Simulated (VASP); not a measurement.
Al2Ru: single point with LDA

The system is Al2Ru.

```
Al Ru
1.0
     0.00000    3.85193    4.23471
     2.56048    0.00000    4.23471
     2.56048    3.85193    0.00000
Al Ru
4 2
Direct
  0.07890 0.42110 0.07890
  0.42110 0.07890 0.42110
  0.17110 0.82890 0.17110
  0.82890 0.17110 0.82890
  0.75000 0.75000 0.75000
  0.50000 0.50000 0.50000
```

```json
{
  "Program": "VASP 6.6.1",
  "Task": "single point",
  "Functional": "LDA",
  "Potentials or basis": "VASP PAW LDA potentials, release 64 (Al, Ru_pv)",
  "Cutoff": "520 eV",
  "k mesh": "10 × 10 × 10",
  "Occupations": "gaussian, width 0.03 eV",
  "Spin": "no spin polarisation",
  "Dipole correction": "no",
  "Further INCAR settings": "ALGO = Normal; EDIFF = 1e-06; NBANDS = 29"
}
```

```
Pressure               : -4.7 GPa
Largest force          : 0.550 eV/Å
Band gap on the k mesh : 0.34 eV (least direct gap 1.08 eV)
```

Forces in eV/Å, atoms in the order of the input:
```
Al   0.000 -0.550  0.000
Al   0.000  0.550  0.000
Al   0.000  0.550  0.000
Al   0.000 -0.550  0.000
Ru   0.000  0.000  0.000
Ru   0.000  0.000  0.000
```

Stress tensor (GPa, compression positive):
```
-24.16   0.00   0.00
  0.00   6.76   0.00
  0.00   0.00   3.34
```

Levels at points of the mesh, in eV from the valence-band top:
| k point | band 17 | band 18 | band 19 | band 20 | band 21 | band 22 | band 23 | band 24 |
| --- | --- | --- | --- | --- | --- | --- | --- | --- |
| (0.00, 0.00, 0.00) | -2.18 | -0.87 | -0.25 | -0.11 | 1.21 | 2.50 | 2.57 | 2.58 |
| (0.50, 0.00, 0.00) | -1.86 | -1.56 | -0.80 | -0.45 | 0.63 | 1.16 | 1.95 | 3.32 |
| (0.50, 0.50, 0.00) | -1.41 | -1.41 | -0.92 | -0.92 | 1.88 | 1.88 | 3.21 | 3.21 |
| (0.50, 0.00, 0.50) | -1.81 | -1.81 | -1.03 | -1.03 | 2.19 | 2.19 | 2.40 | 2.40 |
| (0.00, 0.50, 0.50) | -1.98 | -1.98 | -0.84 | -0.84 | 0.39 | 0.39 | 4.68 | 4.68 |

Run time: 9.2 min on 1 thread of Intel(R) Xeon(R) Platinum 8488C (Sapphire Rapids) (shared host), peak memory 0.44 GiB.

Caveat: the stress differs along the axes, from -24 to 7 GPa. A k mesh can miss the band edges.
